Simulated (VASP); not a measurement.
Set up this calculation in VASP 6.6.1, as the native input.

```yaml
Task: single point
Functional: r2SCAN
Potentials_or_basis: VASP PAW PBE potentials, release 64 (Ca_sv, O)
Cutoff: 520 eV
k_mesh: 8 × 8 × 8
Occupations: gaussian, width 0.01 eV
Spin: no spin polarisation
Dipole_correction: no
Further_INCAR_settings: ALGO = Normal; EDIFF = 1e-07; NBANDS = 15
```

The system is CaO.

```
Ca O
1.0
     0.00000    2.44457    2.44457
     2.44457    0.00000    2.44457
     2.44457    2.44457    0.00000
Ca O
1 1
Cartesian
  0.0000 0.0000 0.0000
  2.4446 2.4446 2.4446
```

This cell differs from its parent crystal: volume changed by +6%.

One way to write it, as run:

POSCAR

```
CaO
1.0
    0.0000000000      2.4445728509      2.4445728509
    2.4445728509      0.0000000000      2.4445728509
    2.4445728509      2.4445728509      0.0000000000
Ca O
1 1
Direct
    0.0000000000      0.0000000000      0.0000000000
    0.5000000000      0.5000000000      0.5000000000
```

INCAR.step1

```
  ALGO = Normal
  EDIFF = 1E-4
  ENCUT = 520
  GGA = PE
  ISMEAR = 0
  LASPH = T
  LCHARG = F
  LREAL = F
  LWAVE = T
  NBANDS = 15
  NELM = 60
  PREC = Accurate
  SIGMA = 0.01
```

INCAR.step2

```
  ALGO = Normal
  EDIFF = 1E-7
  ENCUT = 520
  ISIF = 2
  ISMEAR = 0
  ISTART = 1
  LASPH = T
  LCHARG = F
  LMIXTAU = T
  LREAL = F
  LWAVE = F
  METAGGA = R2SCAN
  NBANDS = 15
  NELM = 60
  PREC = Accurate
  SIGMA = 0.01
```

KPOINTS

```
k-points
0
Gamma
  8 8 8
```

Potentials or basis: VASP PAW PBE potentials, release 64 (Ca_sv, O).

Run with:

```console
$ cat potpaw_PBE.64/Ca_sv/POTCAR potpaw_PBE.64/O/POTCAR > POTCAR
$ cp INCAR.step1 INCAR
$ mpirun -np 1 vasp_std > vasp.out
$ cp INCAR.step2 INCAR
$ mpirun -np 1 vasp_std > vasp.out
```

It gave:

The pressure is -5.2 GPa and the band gap on the k mesh is 4.20 eV, indirect (least direct gap 4.58 eV).

Caveat: the PAW data sets were made with another functional, which shifts forces and pressure a little.

Run time: 72 s on 1 thread of Intel(R) Xeon(R) Platinum 8375C CPU @ 2.90GHz (Ice Lake) (shared host), peak memory 0.17 GiB.
